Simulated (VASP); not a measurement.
# BN (F-43m) in VASP: a series of runs

The runs below take BN through single point, with HSE06, PBE0.

Everything below comes from runs of VASP 6.6.1. Logs are shortened: lines on timing, memory, paths and dates and some standing lists are left out, and cuts for length are marked.

## (1) The cell of the first run

Symmetry: F-43m, No. 216, cubic system. The conventional cell has a = 3.610 Å, b = 3.610 Å, c = 3.610 Å, α = 90.00°, β = 90.00°, γ = 90.00°. B (site symmetry -43m) has 4 N at 1.56 Å within 2.1 Å. Within 2.1 Å of N (site symmetry -43m) lie 4 B at 1.56 Å.

## (2) Single point, HSE06

Input file POSCAR:

```
BN
1.0
    0.0000000000      1.8048245554      1.8048245554
    1.8048245554      0.0000000000      1.8048245554
    1.8048245554      1.8048245554      0.0000000000
B N
1 1
Direct
    0.0000000000      0.0000000000      0.0000000000
    0.2500000000      0.2500000000      0.2500000000
```

Input file INCAR.step1:

```
SYSTEM = BN
PREC = Accurate
ENCUT = 520
EDIFF = 1E-5
ISMEAR = 0
SIGMA = 0.01
LREAL = .FALSE.
LASPH = .TRUE.
NELM = 60
ALGO = Normal
ISIF = 2
LWAVE = .TRUE.
NBANDS = 11
GGA = PE
```

Input file INCAR.step2:

```
SYSTEM = BN
PREC = Accurate
ENCUT = 520
EDIFF = 1E-6
ISMEAR = 0
SIGMA = 0.01
LREAL = .FALSE.
LASPH = .TRUE.
NELM = 60
ALGO = Normal
ISIF = 2
LWAVE = .FALSE.
LCHARG = .TRUE.
GGA = PE
LHFCALC = .TRUE.
HFSCREEN = 0.2079
PRECFOCK = Normal
LELF = .TRUE.
LVHAR = .TRUE.
NBANDS = 11
ISTART = 1
```

Input file KPOINTS:

```
regular mesh
0
G
  8 8 8
  0 0 0
```

Potentials or basis: VASP PAW PBE potentials, release 64 (B, N).

Command:

```sh
$ cat potpaw_PBE.64/B/POTCAR potpaw_PBE.64/N/POTCAR > POTCAR
$ cp INCAR.step1 INCAR
$ mpirun -np 1 vasp_std > vasp.out
$ cp INCAR.step2 INCAR
$ mpirun -np 1 vasp_std > vasp.out
```

OUTCAR:

```text
SYSTEM = BN
   PREC = Accurate
   ENCUT = 520
   EDIFF = 1E-6
   ISMEAR = 0
   LREAL = .FALSE.
   LASPH = .TRUE.
   NELM = 60
   ISIF = 2
   GGA = PE
   LHFCALC = .TRUE.
   HFSCREEN = 0.2079
   PRECFOCK = Normal
   ISTART = 1

 ion  position               nearest neighbor table
   1  0.000  0.000  0.000-   2 1.56   2 1.56   2 1.56   2 1.56
   2  0.250  0.250  0.250-   1 1.56   1 1.56   1 1.56   1 1.56

  LATTYP: Found a face centered cubic cell.
 ALAT       =     3.6096491108

  Lattice vectors:

 A1 = (   0.0000000000,   1.8048245554,   1.8048245554)
 A2 = (   1.8048245554,   0.0000000000,   1.8048245554)
 A3 = (   1.8048245554,   1.8048245554,   0.0000000000)

Analysis of symmetry for initial positions (statically):
=====================================================================
 Subroutine PRICEL returns:
 Original cell was already a primitive cell.

 Routine SETGRP: Setting up the symmetry group for a
 face centered cubic supercell.

 Subroutine GETGRP returns: Found 24 space group operations
 (whereof 24 operations were pure point group operations)
 out of a pool of 48 trial point group operations.

The static configuration has the point symmetry T_d .

Analysis of symmetry for dynamics (positions and initial velocities):
=====================================================================
 Subroutine PRICEL returns:
 Original cell was already a primitive cell.

 Routine SETGRP: Setting up the symmetry group for a
 face centered cubic supercell.

 Subroutine GETGRP returns: Found 24 space group operations
 (whereof 24 operations were pure point group operations)
 out of a pool of 48 trial point group operations.

The dynamic configuration has the point symmetry T_d .

 Subroutine INISYM returns: Found 24 space group operations
 (whereof 24 operations are pure point group operations),
 and found     1 'primitive' translations

----------------------------------------------------------------------------------------

                                     Primitive cell

  volume of cell :      11.7580

  direct lattice vectors                    reciprocal lattice vectors
     0.000000000  1.804824555  1.804824555    -0.277035238  0.277035238  0.277035238
     1.804824555  0.000000000  1.804824555     0.277035238 -0.277035238  0.277035238
     1.804824555  1.804824555  0.000000000     0.277035238  0.277035238 -0.277035238

  length of vectors
     2.552407364  2.552407364  2.552407364     0.479839107  0.479839107  0.479839107

  position of ions in fractional coordinates (direct lattice)
     0.000000000  0.000000000  0.000000000
     0.250000000  0.250000000  0.250000000

  ion indices of the primitive-cell ions
   primitive index   ion index
                 1           1
                 2           2

----------------------------------------------------------------------------------------

 KPOINTS: regular mesh

Automatic generation of k-mesh.
 Grid dimensions read from file:
 generate k-points for:    8    8    8

 Generating k-lattice:

  Cartesian coordinates                     Fractional coordinates (reciprocal lattice)
    -0.034629405  0.034629405  0.034629405     0.125000000  0.000000000  0.000000000
     0.034629405 -0.034629405  0.034629405     0.000000000  0.125000000  0.000000000
     0.034629405  0.034629405 -0.034629405     0.000000000  0.000000000  0.125000000

  Length of vectors
     0.059979888  0.059979888  0.059979888

  Shift w.r.t. Gamma in fractional coordinates (k-lattice)
     0.000000000  0.000000000  0.000000000

 Subroutine IBZKPT returns following result:
 ===========================================

 Found     29 irreducible k-points:

 Following reciprocal coordinates:
            Coordinates               Weight
  0.000000  0.000000  0.000000      1.000000
  0.125000  0.000000  0.000000      8.000000
  0.250000  0.000000  0.000000      8.000000
  0.375000  0.000000  0.000000      8.000000
  0.500000  0.000000  0.000000      4.000000
  0.125000  0.125000  0.000000      6.000000
[... 16 lines left out ...]
  0.500000  0.250000  0.125000     48.000000
 -0.375000  0.250000  0.125000     24.000000
 [... further k-points ...]
   k-points           NKPTS =     29   k-points in BZ     NKDIM =    512   number of bands    NBANDS=     11
   number of dos      NEDOS =    301   number of ions     NIONS =      2
   total plane-waves  NPLWV =   8000
   dimension x,y,z NGX =    20 NGY =   20 NGZ =   20
   dimension x,y,z NGXF=    40 NGYF=   40 NGZF=   40
   ions per type =               1   1
   NGX,Y,Z   is equivalent  to a cutoff of  13.03, 13.03, 13.03 a.u.
   NGXF,Y,Z  is equivalent  to a cutoff of  26.05, 26.05, 26.05 a.u.
 SYSTEM =  BN
   PREC   = accura    normal or accurate (medium, high low for compatibility)
   ISTART =      1    job   : 0-new  1-cont  2-samecut
   ICHARG =      0    charge: 1-file 2-atom 10-const
   ISPIN  =      1    spin polarized calculation?
   LNONCOLLINEAR =      F non collinear calculations
   LSORBIT =      F    spin-orbit coupling
   LASPH  =      T    aspherical Exc in radial PAW
   ENCUT  =  520.0 eV  38.22 Ry    6.18 a.u.   4.75  4.75  4.75*2*pi/ulx,y,z
   NELM   =     60;   NELMIN=  2; NELMDL=  0     # of ELM steps
   EDIFF  = 0.1E-05   stopping-criterion for ELM
   LREAL  =      F    real-space projection
   EDIFFG = 0.1E-04   stopping-criterion for IOM
   NSW    =      0    number of steps for IOM
   IBRION =     -1    ionic relax: 0-MD 1-quasi-New 2-CG
   NFREE  =      0    steps in history (QN), initial steepest desc. (CG)
   ISIF   =      2    stress and relaxation
   ISYM   =      3    0-nonsym 1-usesym 2-fastsym
   POTIM  = 0.5000    time-step for ionic-motion
   TEBEG  =    0.0;   TEEND  =   0.0 temperature during run
   PSTRESS=    0.0 pullay stress
   NELECT =       8.0000    total number of electrons
   NUPDOWN=      -1.0000    fix difference up-down
   EMIN   =  10.00;   EMAX   =-10.00  energy-range for DOS
   EFERMI =   0.00;   METHOD = LEGACY
   ISMEAR =     0;   SIGMA  =   0.01  broadening in eV -4-tet -1-fermi 0-gaus
   EFERMI_NEDOS =   21; number of points for ismear=-14 and -15
   IALGO  =     38    algorithm
   IMIX   =      1    mixing-type and parameters
     AMIX     =   0.40;   BMIX     =  1.00
     AMIX_MAG =   1.60;   BMIX_MAG =  1.00
  volume/ion in A,a.u.               =       5.88        39.67
  Fermi-wavevector in a.u.,A,eV,Ry     =   1.439881  2.720980 28.208365  2.073256
  Thomas-Fermi vector in A             =   2.558687
   LORBIT       =      0    0 simple, 1 ext, 2 COOP (PROOUT), +10 PAW based schemes
   GGA     = PE    functional components
   LHFCALC =     T    Hartree Fock is set to
   PRECFOCK=normal    Normal, Fast or Accurate (Low or Medium for compatibility)
   ENCUT4O =  -1.0   cutoff for four orbital integrals eV
   NKREDX  =     1    reduce k-point grid by
   NKREDY  =     1    reduce k-point grid by
   NKREDZ  =     1    reduce k-point grid by
   AEXX    =    0.2500 exact exchange contribution
   HFSCREEN=    0.2079 screening length (either q_TF or 0.3 A-1)
   HFSCREENC=   0.2079 screening length for correlation (either q_TF or 0.3 A-1)
   ENCUTFOCK=  -1.0 apply spherical cutoff to Coloumb kernel
   IVDW    =     0    specifies the selected vdW correction
   LEPSILON=     F    determine dielectric tensor
   LRPA    =     F    only Hartree local field effects (RPA)
 non-spin polarized calculation
 Gauss-broadening in eV      SIGMA  =   0.01
  energy-cutoff  :      520.00
  volume of cell :       11.76
 maximum number of plane-waves:       332
  NGX = 16; NGY = 16; NGZ = 16

 number of electron       7.9999999 magnetization

 Free energy of the ion-electron system (eV)
  ---------------------------------------------------
  ext. energy  EPLUGINS =         0.00000000
  ---------------------------------------------------
  free energy    TOTEN  =       -20.32734351 eV

  energy without entropy =      -20.32734351  energy(sigma->0) =      -20.32734351

 E-fermi :   6.6980     XC(G=0): -10.5055

 val. band max:        6.5986837063   @ k =   0.0000   0.0000   0.0000
 cond. band min:      12.3780026024   @ k =   0.5000   0.5000   0.0000
 fundamental gap:      5.7793188961
 Fermi energy:         6.6979934824

 k-point     1 :       0.0000    0.0000    0.0000
  band No.  band energies     occupation
      1     -15.5594      2.00000
      2       6.5987      2.00000
      3       6.5987      2.00000
      4       6.5987      2.00000
      5      17.1734      0.00000
      6      17.1734      0.00000
      7      17.1734      0.00000
      8      18.8034      0.00000
      9      33.4152      0.00000
     10      36.4119      0.00000
     11      36.4119      0.00000

 k-point     2 :       0.1250    0.0000    0.0000
  band No.  band energies     occupation
      1     -15.1496      2.00000
      2       4.5692      2.00000
      3       6.1914      2.00000
      4       6.1914      2.00000
      5      17.5313      0.00000
      6      17.7900      0.00000
      7      17.7900      0.00000
      8      20.1019      0.00000
      9      32.8929      0.00000
     10      33.1554      0.00000
     11      33.1554      0.00000

 k-point     3 :       0.2500    0.0000    0.0000
  band No.  band energies     occupation
      1     -13.9602      2.00000
      2       0.6213      2.00000
      3       5.3796      2.00000
      4       5.3796      2.00000
      5      17.9945      0.00000
      6      18.8038      0.00000
      7      18.8038      0.00000
      8      22.3082      0.00000
      9      32.0142      0.00000
     10      32.1048      0.00000
     11      32.1048      0.00000
[... 267 lines left out ...]
 k-point    23 :       0.5000    0.2500    0.1250
  band No.  band energies     occupation
      1     -11.3098      2.00000
      2      -2.3871      2.00000
      3       1.4156      2.00000
      4       3.4022      2.00000
      5      17.6730      0.00000
      6      19.8101      0.00000
      7      22.4812      0.00000
      8      23.3948      0.00000
      9      28.8742      0.00000
     10      34.0676      0.00000
     11      36.4919      0.00000

 k-point    24 :      -0.3750    0.2500    0.1250
  band No.  band energies     occupation
      1     -10.2528      2.00000
      2      -3.9826      2.00000
      3       1.3253      2.00000
      4       2.8605      2.00000
      5      17.8432      0.00000
      6      19.6295      0.00000
      7      23.2024      0.00000
      8      24.6887      0.00000
      9      28.0913      0.00000
     10      34.8754      0.00000
     11      36.4358      0.00000

 [... further k-points ...]

------------------------ aborting loop because EDIFF is reached ----------------------------------------

  FORCE on cell =-STRESS in cart. coord.  units (eV):
  Direction    XX          YY          ZZ          XY          YZ          ZX
  --------------------------------------------------------------------------------------
  -------------------------------------------------------------------------------------
  Total       -0.2885257     -0.2885257     -0.2885257      0.0000000      0.0000000      0.0000000
  in kB      -39.3151642    -39.3151642    -39.3151642      0.0000000      0.0000000      0.0000000
  external PRESSURE =     -39.3151642 kB  Pullay stress =       0.0000000 kB

 VOLUME and BASIS-vectors are now :
 -----------------------------------------------------------------------------
  energy-cutoff  :      520.00
  volume of cell :       11.76
      direct lattice vectors                 reciprocal lattice vectors
     0.000000000  1.804824555  1.804824555    -0.277035238  0.277035238  0.277035238
     1.804824555  0.000000000  1.804824555     0.277035238 -0.277035238  0.277035238
     1.804824555  1.804824555  0.000000000     0.277035238  0.277035238 -0.277035238

 POSITION                                       TOTAL-FORCE (eV/Angst)
 -----------------------------------------------------------------------------------
      0.00000      0.00000      0.00000         0.000000      0.000000      0.000000
      0.90241      0.90241      0.90241        -0.000000     -0.000000     -0.000000
 -----------------------------------------------------------------------------------
    total drift:                               -0.000000     -0.000000     -0.000000

  FREE ENERGIE OF THE ION-ELECTRON SYSTEM (eV)
  ---------------------------------------------------
  free  energy   TOTEN  =       -20.3273435072 eV

  energy  without entropy=      -20.3273435072  energy(sigma->0) =      -20.32734351
```

Wall time 7.2 min (1 thread of Intel Xeon Platinum 8488C (Sapphire Rapids), shared host); peak memory 0.23 GiB.

Results:

- Free energy: -20.3273 eV
- Pressure: -3.9 GPa
- Band gap on the k mesh: 5.78 eV (least direct gap 10.57 eV)

Levels at points of the mesh, in eV from the valence-band top:
```tsv
k point	band 2	band 3	band 4	band 5	band 6	band 7
(0.00, 0.00, 0.00)	0.00	0.00	0.00	10.57	10.57	10.57
(0.50, 0.00, 0.00)	-11.67	-2.11	-2.11	11.90	12.54	12.54
(0.50, 0.50, 0.00)	-9.80	-5.34	-5.34	5.78	10.76	20.53
```

Caveat: the cell stands under tension; the PAW data sets were made with another functional, which shifts forces and pressure a little. A k mesh can miss the band edges.

## (3) Single point, PBE0

POSCAR is that of step 2.

Input file INCAR.step1:

```
  ALGO = Normal
  EDIFF = 1E-5
  ENCUT = 520
  GGA = PE
  ISIF = 2
  ISMEAR = 0
  LASPH = T
  LCHARG = F
  LREAL = F
  LWAVE = T
  NBANDS = 11
  NELM = 80
  PREC = Accurate
  SIGMA = 0.01
```

Input file INCAR.step2:

```
  AEXX = 0.25
  ALGO = Normal
  EDIFF = 1E-6
  ENCUT = 520
  GGA = PE
  ISIF = 2
  ISMEAR = 0
  ISTART = 1
  LASPH = T
  LCHARG = F
  LHFCALC = T
  LREAL = F
  LWAVE = F
  NBANDS = 11
  NELM = 80
  PREC = Accurate
  PRECFOCK = Normal
  SIGMA = 0.01
```

Input file KPOINTS:

```
k-points
0
Gamma
  8 8 8
```

Potentials or basis: VASP PAW PBE potentials, release 64 (B, N).

Command:

```sh
$ cat potpaw_PBE.64/B/POTCAR potpaw_PBE.64/N/POTCAR > POTCAR
$ cp INCAR.step1 INCAR
$ mpirun -np 1 vasp_std > vasp.out
$ cp INCAR.step2 INCAR
$ mpirun -np 1 vasp_std > vasp.out
```

Run time: 7.1 min. Hardware: 1 thread of Intel Xeon Platinum 8488C (Sapphire Rapids), shared host; peak memory 0.13 GiB.

It converged, with:

```
Free energy            : -21.2821 eV
Pressure               : -3.9 GPa
Band gap on the k mesh : 6.55 eV (least direct gap 11.35 eV)
```

Levels at points of the mesh, in eV from the valence-band top:
| k point | band 1 | band 2 | band 3 | band 4 | band 5 | band 6 | band 7 | band 8 |
| --- | --- | --- | --- | --- | --- | --- | --- | --- |
| (0.00, 0.00, 0.00) | -22.19 | 0.00 | 0.00 | 0.00 | 11.35 | 11.35 | 11.35 | 12.99 |
| (0.50, 0.00, 0.00) | -17.64 | -11.71 | -2.12 | -2.12 | 12.69 | 13.32 | 13.32 | 18.22 |
| (0.50, 0.50, 0.00) | -16.15 | -9.83 | -5.35 | -5.35 | 6.55 | 11.54 | 21.32 | 21.32 |

Caveat: the cell stands under tension; the PAW data sets were made with another functional, which shifts forces and pressure a little. A k mesh can miss the band edges.
